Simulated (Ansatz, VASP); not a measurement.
## Two plane-wave programs on WSe

```
W Se
1.0
     0.00000    2.79233    2.79233
     2.79233    0.00000    2.79233
     2.79233    2.79233    0.00000
W Se
1 1
Direct
  0.00000 0.00000 0.00000
  0.25000 0.25000 0.25000
```

Alike in both runs: task single point; functional r2SCAN; k mesh 14 × 14 × 14; occupations gaussian, width 0.1 eV; no spin polarisation.

```csv
,VASP,Ansatz
version,VASP 6.6.1,Ansatz 0.2.0
potentials or method,"VASP PAW PBE potentials, release 64 (W_sv, Se), cutoff 520 eV","scalar-relativistic, plane waves, PAW"
valence electrons in the cell,20,30
```

VASP gave:

* gap on the k mesh at the Fermi level (eV): none
* pressure (GPa): 2.2

Task: What did Ansatz give for the same quantities?

Result: gap on the k mesh at the Fermi level (eV): none; pressure (GPa): 2.0.

VASP's potentials were made for PBE, not for r2SCAN. A gap of «none» marks a metal or a gap that the smearing closes. With one functional, cell and mesh, what is left measures potentials, basis and numerics. VASP's potentials hold 20 valence electrons a cell and Ansatz's 30, so a difference there can come from the potentials and not from the codes.

Neither program's run includes spin-orbit coupling.
